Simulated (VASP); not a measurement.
Write the native input for VASP 6.6.1 that does the following.

* Task: single point
* Functional: PBE
* Potentials or basis: VASP PAW PBE potentials, release 64 (Ta_pv)
* Cutoff: 520 eV
* k mesh: 12 × 12 × 12
* Occupations: gaussian, width 0.1 eV
* Spin: no spin polarisation
* Dipole correction: no
* Further INCAR settings: ALGO = Fast; EDIFF = 1e-06; NBANDS = 24

The structure of Ta lies in POSCAR:

```
Ta
1.0
    0.0000000000      3.1797908993      3.1797908993
    3.1797908993      0.0000000000      3.1797908993
    3.1797908993      3.1797908993      0.0000000000
Ta
3
Direct
    0.2500000000      0.2500000000      0.2500000000
    0.7500000000      0.7500000000      0.7500000000
    0.5000000000      0.5000000000      0.5000000000
```

The cell was generated, and may not be a known phase.

The input as run:

INCAR

```
SYSTEM = Ta
ALGO = Fast ; EDIFF = 1E-6
ENCUT = 520 ; GGA = PE
ISIF = 2 ; ISMEAR = 0
LASPH = .True. ; LCHARG = .False.
LREAL = .False. ; LWAVE = .False.
NBANDS = 24 ; NELM = 60
PREC = Accurate ; SIGMA = 0.1
```

KPOINTS

```
k-points
0
Gamma
  12 12 12
  0 0 0
```

Potentials or basis: VASP PAW PBE potentials, release 64 (Ta_pv).

Launch:

```bash
$ cat potpaw_PBE.64/Ta_pv/POTCAR > POTCAR
$ mpirun -np 1 vasp_std > vasp.out
```

Results of the run:

| Quantity | Value |
| --- | --- |
| Pressure | 0.1 GPa |
| Band gap on the k mesh | zero (an odd number of electrons rules out a gap without spin polarisation) |

Caveat: spin-orbit coupling is left out, which moves the levels of the heavy elements.

It took 4.3 min on 1 thread of Intel Xeon 8259CL (shared host), peak memory 0.26 GiB.
